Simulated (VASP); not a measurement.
# Si (a cell with a defect) in VASP: a series of runs

Si (a cell with a defect) is run at these levels: PBE; tasks: single point.

Program: VASP 6.6.1. These are calculated values, not measurements. Logs are shortened: lines on timing, memory, paths and dates and some standing lists are left out, and cuts for length are marked.

## Step 1: The cell of the first run

The cell holds a defect, 17 atoms: a = 7.679 Å, b = 7.679 Å, c = 7.679 Å, α = 60.00°, β = 60.00°, γ = 60.00°.

## Step 2: Single point, PBE

INCAR reads:

```
SYSTEM = Si
PREC = Accurate
ENCUT = 520
EDIFF = 1E-7
ISMEAR = -1
SIGMA = 0.02
LREAL = Auto
LASPH = .TRUE.
NELM = 60
ALGO = Normal
ISIF = 2
LWAVE = .FALSE.
LCHARG = .FALSE.
GGA = PE
NBANDS = 48
```

KPOINTS reads:

```
Automatic mesh
0
G
  2 2 2
  0 0 0
```

POSCAR reads:

```
Si
1.0
    0.0000000000      5.4300000000      5.4300000000
    5.4300000000      0.0000000000      5.4300000000
    5.4300000000      5.4300000000      0.0000000000
Si
17
Direct
    0.0961694291     -0.0239042357     -0.0867587477
    0.1668139963      0.1332228361      0.0829465930
    0.0042081031     -0.0127163904      0.4586279926
    0.1213904236      0.1720534070      0.5395119705
    0.0461049724      0.4775414365      0.0009116022
    0.1478821363      0.6215837937      0.1442541436
   -0.0534622468      0.5674953959      0.5146777164
    0.1401565378      0.6013167587      0.6347053407
    0.4982688766     -0.0535359116     -0.0523020258
    0.6791068140      0.0569521179      0.0766758748
    0.5164548803     -0.0057366483      0.4447974217
    0.6523296501      0.1032504604      0.5788489871
    0.5153683241      0.4227532228      0.0555893186
    0.6584898711      0.5658931860      0.1413812155
    0.4945488029      0.4901473297      0.5077348066
    0.5531215470      0.6437108656      0.6756445672
    0.8641896869      0.3344843462      0.8724033149
```

Potentials or basis: VASP PAW PBE potentials, release 64 (Si).

Run with:

```sh
cat potpaw_PBE.64/Si/POTCAR > POTCAR
mpirun -np 1 vasp_std > vasp.out
```

OUTCAR:

```text
SYSTEM = Si
   PREC = Accurate
   ENCUT = 520
   EDIFF = 1E-7
   ISMEAR = -1
   LREAL = Auto
   LASPH = .TRUE.
   NELM = 60
   ISIF = 2
   GGA = PE

 ion  position               nearest neighbor table
   1  0.096  0.976  0.913-   6 2.35  17 2.37   4 2.44   2 2.53  10 2.64   9 3.12
   2  0.167  0.133  0.083-   5 2.17   9 2.19   3 2.39   1 2.53  17 2.84
   3  0.004  0.987  0.459-  12 2.21   2 2.39   4 2.43   8 2.45
   4  0.121  0.172  0.540-   3 2.43   1 2.44  11 2.50   7 2.58  17 2.77
   5  0.046  0.478  0.001-   2 2.17   8 2.31  14 2.45   6 2.45  17 2.85
   6  0.148  0.622  0.144-   1 2.35  13 2.36   7 2.39   5 2.45
   7  0.947  0.567  0.515-   8 2.26  17 2.37   6 2.39  16 2.49   4 2.58
   8  0.140  0.601  0.635-  15 2.22   7 2.26   5 2.31   3 2.45  17 2.96
   9  0.498  0.946  0.948-   2 2.19  12 2.35  14 2.48  10 2.65   1 3.12
  10  0.679  0.057  0.077-  11 2.34  13 2.39  17 2.55   1 2.64   9 2.65
  11  0.516  0.994  0.445-  16 2.33  10 2.34  12 2.38   4 2.50
  12  0.652  0.103  0.579-   3 2.21   9 2.35  11 2.38  15 2.46
  13  0.515  0.423  0.056-  17 2.23  14 2.35   6 2.36  10 2.39  16 2.48
  14  0.658  0.566  0.141-  15 2.32  13 2.35   5 2.45   9 2.48  17 2.74
  15  0.495  0.490  0.508-   8 2.22  14 2.32  16 2.43  12 2.46
  16  0.553  0.644  0.676-  11 2.33  15 2.43  13 2.48   7 2.49  17 2.82
  17  0.864  0.334  0.872-  13 2.23   7 2.37   1 2.37  10 2.55  14 2.74   4 2.77  16 2.82   2 2.84
                             5 2.85   8 2.96

  LATTYP: Found a face centered cubic cell.
 ALAT       =    10.8600000000

  Lattice vectors:

 A1 = (   0.0000000000,   5.4300000000,   5.4300000000)
 A2 = (   5.4300000000,   0.0000000000,   5.4300000000)
 A3 = (   5.4300000000,   5.4300000000,   0.0000000000)

Analysis of symmetry for initial positions (statically):
=====================================================================
 Subroutine PRICEL returns:
 Original cell was already a primitive cell.

 Routine SETGRP: Setting up the symmetry group for a
 face centered cubic supercell.

 Subroutine GETGRP returns: Found  1 space group operations
 (whereof  1 operations were pure point group operations)
 out of a pool of 48 trial point group operations.

The static configuration has the point symmetry C_1 .

Analysis of symmetry for dynamics (positions and initial velocities):
=====================================================================
 Subroutine PRICEL returns:
 Original cell was already a primitive cell.

 Routine SETGRP: Setting up the symmetry group for a
 face centered cubic supercell.

 Subroutine GETGRP returns: Found  1 space group operations
 (whereof  1 operations were pure point group operations)
 out of a pool of 48 trial point group operations.

The dynamic configuration has the point symmetry C_1 .

 Subroutine INISYM returns: Found  1 space group operations
 (whereof  1 operations are pure point group operations),
 and found     1 'primitive' translations

----------------------------------------------------------------------------------------

                                     Primitive cell

  volume of cell :     320.2060

  direct lattice vectors                    reciprocal lattice vectors
     0.000000000  5.430000000  5.430000000    -0.092081031  0.092081031  0.092081031
     5.430000000  0.000000000  5.430000000     0.092081031 -0.092081031  0.092081031
     5.430000000  5.430000000  0.000000000     0.092081031  0.092081031 -0.092081031

  length of vectors
     7.679179644  7.679179644  7.679179644     0.159489025  0.159489025  0.159489025

  position of ions in fractional coordinates (direct lattice)
     0.096169429  0.976095764  0.913241252
     0.166813996  0.133222836  0.082946593
     0.004208103  0.987283610  0.458627993
     0.121390424  0.172053407  0.539511971
     0.046104972  0.477541436  0.000911602
     0.147882136  0.621583794  0.144254144
[... 9 lines left out ...]
     0.553121547  0.643710866  0.675644567
     0.864189687  0.334484346  0.872403315

  ion indices of the primitive-cell ions
   primitive index   ion index
                 1           1
                 2           2
                 3           3
                 4           4
                 5           5
                 6           6
[... 9 lines left out ...]
                16          16
                17          17

----------------------------------------------------------------------------------------

 KPOINTS: Automatic mesh

Automatic generation of k-mesh.
 Grid dimensions read from file:
 generate k-points for:    2    2    2

 Generating k-lattice:

  Cartesian coordinates                     Fractional coordinates (reciprocal lattice)
    -0.046040516  0.046040516  0.046040516     0.500000000  0.000000000  0.000000000
     0.046040516 -0.046040516  0.046040516     0.000000000  0.500000000  0.000000000
     0.046040516  0.046040516 -0.046040516     0.000000000  0.000000000  0.500000000

  Length of vectors
     0.079744512  0.079744512  0.079744512

  Shift w.r.t. Gamma in fractional coordinates (k-lattice)
     0.000000000  0.000000000  0.000000000

 Subroutine IBZKPT returns following result:
 ===========================================

 Found      8 irreducible k-points:

 Following reciprocal coordinates:
            Coordinates               Weight
  0.000000  0.000000  0.000000      1.000000
  0.500000  0.000000  0.000000      1.000000
  0.000000  0.500000  0.000000      1.000000
  0.000000  0.000000  0.500000      1.000000
  0.500000  0.500000  0.500000      1.000000
  0.500000  0.500000  0.000000      1.000000
  0.000000  0.500000  0.500000      1.000000
  0.500000  0.000000  0.500000      1.000000
   k-points           NKPTS =      8   k-points in BZ     NKDIM =      8   number of bands    NBANDS=     48
   number of dos      NEDOS =    301   number of ions     NIONS =     17
   total plane-waves  NPLWV = 216000
   dimension x,y,z NGX =    60 NGY =   60 NGZ =   60
   dimension x,y,z NGXF=   120 NGYF=  120 NGZF=  120
   ions per type =              17
   NGX,Y,Z   is equivalent  to a cutoff of  12.99, 12.99, 12.99 a.u.
   NGXF,Y,Z  is equivalent  to a cutoff of  25.98, 25.98, 25.98 a.u.
 SYSTEM =  Si
   PREC   = accura    normal or accurate (medium, high low for compatibility)
   ISTART =      0    job   : 0-new  1-cont  2-samecut
   ICHARG =      2    charge: 1-file 2-atom 10-const
   ISPIN  =      1    spin polarized calculation?
   LNONCOLLINEAR =      F non collinear calculations
   LSORBIT =      F    spin-orbit coupling
   LASPH  =      T    aspherical Exc in radial PAW
   ENCUT  =  520.0 eV  38.22 Ry    6.18 a.u.  14.28 14.28 14.28*2*pi/ulx,y,z
   NELM   =     60;   NELMIN=  2; NELMDL= -5     # of ELM steps
   EDIFF  = 0.1E-06   stopping-criterion for ELM
   LREAL  =      T    real-space projection
   EDIFFG = 0.1E-05   stopping-criterion for IOM
   NSW    =      0    number of steps for IOM
   IBRION =     -1    ionic relax: 0-MD 1-quasi-New 2-CG
   NFREE  =      0    steps in history (QN), initial steepest desc. (CG)
   ISIF   =      2    stress and relaxation
   ISYM   =      2    0-nonsym 1-usesym 2-fastsym
   POTIM  = 0.5000    time-step for ionic-motion
   TEBEG  =    0.0;   TEEND  =   0.0 temperature during run
   PSTRESS=    0.0 pullay stress
   NELECT =      68.0000    total number of electrons
   NUPDOWN=      -1.0000    fix difference up-down
   EMIN   =  10.00;   EMAX   =-10.00  energy-range for DOS
   EFERMI =   0.00;   METHOD = LEGACY
   ISMEAR =    -1;   SIGMA  =   0.02  broadening in eV -4-tet -1-fermi 0-gaus
   EFERMI_NEDOS =   21; number of points for ismear=-14 and -15
   IALGO  =     38    algorithm
   IMIX   =      4    mixing-type and parameters
     AMIX     =   0.40;   BMIX     =  1.00
     AMIX_MAG =   1.60;   BMIX_MAG =  1.00
  volume/ion in A,a.u.               =      18.84       127.11
  Fermi-wavevector in a.u.,A,eV,Ry     =   0.976715  1.845724 12.979587  0.953973
  Thomas-Fermi vector in A             =   2.107356
   LORBIT       =      0    0 simple, 1 ext, 2 COOP (PROOUT), +10 PAW based schemes
   GGA     = PE    functional components
   LHFCALC =     F    Hartree Fock is set to
   AEXX    =    0.0000 exact exchange contribution
   IVDW    =     0    specifies the selected vdW correction
   LEPSILON=     F    determine dielectric tensor
   LRPA    =     F    only Hartree local field effects (RPA)
 non-spin polarized calculation
  energy-cutoff  :      520.00
  volume of cell :      320.21
 maximum number of plane-waves:      8646
 NGX is ok and might be reduce to    60
   NGX = 29   NGY = 29   NGZ = 29

 number of electron      68.0000000 magnetization

 Free energy of the ion-electron system (eV)
  ---------------------------------------------------
  ext. energy  EPLUGINS =         0.00000000
  ---------------------------------------------------
  free energy    TOTEN  =       -85.43760468 eV

  energy without entropy =      -85.43264834  energy(sigma->0) =      -85.43512651

 E-fermi :   6.8230     XC(G=0):  -9.7494

 val. band max:        6.7785099941   @ k =   0.5000   0.0000   0.5000
 cond. band min:       6.8669583253   @ k =   0.0000   0.0000   0.0000
 fundamental gap:      0.0884483312
 Fermi energy:         6.8229842773

 k-point     1 :       0.0000    0.0000    0.0000
  band No.  band energies     occupation
      1      -6.2423      2.00000
      2      -3.9864      2.00000
      3      -3.5709      2.00000
      4      -3.4716      2.00000
      5      -3.3948      2.00000
      6      -2.6037      2.00000
[... 38 lines left out ...]
     45       8.4603      0.00000
     46       8.8500      0.00000

 k-point     2 :       0.5000    0.0000    0.0000
  band No.  band energies     occupation
      1      -5.7490      2.00000
      2      -5.0789      2.00000
      3      -3.6964      2.00000
      4      -3.4217      2.00000
      5      -3.2705      2.00000
      6      -2.8124      2.00000
[... 286 lines left out ...]
 k-point     8 :       0.5000    0.0000    0.5000
  band No.  band energies     occupation
      1      -5.6404      2.00000
      2      -4.8243      2.00000
      3      -4.0607      2.00000
      4      -3.8645      2.00000
      5      -3.7618      2.00000
      6      -3.3846      2.00000
[... 38 lines left out ...]
     45       9.9911      0.00000
     46      10.1473      0.00000
 [bands above 46 left out]

------------------------ aborting loop because EDIFF is reached ----------------------------------------

  FORCE on cell =-STRESS in cart. coord.  units (eV):
  Direction    XX          YY          ZZ          XY          YZ          ZX
  --------------------------------------------------------------------------------------
  -------------------------------------------------------------------------------------
  Total        5.2888552      6.0711406      8.6168968     -4.7045567      0.0359181     -4.6594789
  in kB       26.4632252     30.3774550     43.1153574    -23.5396391      0.1797193    -23.3140889
  external PRESSURE =      33.3186792 kB  Pullay stress =       0.0000000 kB

 VOLUME and BASIS-vectors are now :
 -----------------------------------------------------------------------------
  energy-cutoff  :      520.00
  volume of cell :      320.21
      direct lattice vectors                 reciprocal lattice vectors
     0.000000000  5.430000000  5.430000000    -0.092081031  0.092081031  0.092081031
     5.430000000  0.000000000  5.430000000     0.092081031 -0.092081031  0.092081031
     5.430000000  5.430000000  0.000000000     0.092081031  0.092081031 -0.092081031

 POSITION                                       TOTAL-FORCE (eV/Angst)
 -----------------------------------------------------------------------------------
     10.25910      5.48110      5.82240         0.235857      0.082996     -0.197916
      1.17380      1.35620      1.62920        -0.598432      0.134122     -2.499674
      7.85130      2.51320      5.38380        -0.700984      1.613008      1.137813
      3.86380      3.58870      1.59340        -0.244719      0.544538      0.232265
      2.59800      0.25530      2.84340         2.207234     -1.132261      0.696418
      4.15850      1.58630      4.17820        -0.208980     -0.465965     -0.520543
[... 9 lines left out ...]
      7.16410      6.67220      6.49880        -0.423618      0.266694      0.009446
      6.55340      9.42970      6.50880        -0.824001      0.932576      0.759658
 -----------------------------------------------------------------------------------
    total drift:                               -0.000786     -0.007269      0.000894

  FREE ENERGIE OF THE ION-ELECTRON SYSTEM (eV)
  ---------------------------------------------------
  free  energy   TOTEN  =       -85.4376046810 eV

  energy  without entropy=      -85.4326483400  energy(sigma->0) =      -85.43512651
```

It took 88 s on 1 thread of Intel Xeon 6975P-C (Granite Rapids), shared host; peak memory 0.46 GiB.

What came out:

```
Free energy            : -85.4376 eV
Pressure               : 3.3 GPa
Largest force          : 2.648 eV/Å
Band gap on the k mesh : zero (bands 34 and 35 overlap by 0.29 eV)
```

Forces in eV/Å, atoms in the order of the input:
```
Si   0.236  0.083 -0.198
Si  -0.598  0.134 -2.500
Si  -0.701  1.613  1.138
Si  -0.245  0.545  0.232
Si   2.207 -1.132  0.696
Si  -0.209 -0.466 -0.521
Si  -1.251 -0.891 -0.690
Si   1.121 -0.929  0.560
Si  -1.032  2.172  1.107
Si  -0.599 -0.062 -0.395
Si   0.759 -0.485  0.291
Si   1.228 -1.608 -1.003
Si   0.767 -1.217 -1.022
Si   0.453 -0.424  1.038
Si  -0.888  1.468  0.496
Si  -0.424  0.267  0.009
Si  -0.824  0.933  0.760
```

Stress tensor (GPa, compression positive):
```
 2.65 -2.35 -2.33
-2.35  3.04  0.02
-2.33  0.02  4.31
```

Caveat: the k points lie up to 0.50 Å⁻¹ apart.

(Part 1 of 2 ends here.)

The gap in the log of VASP goes by the Fermi energy; the results here count the filled bands.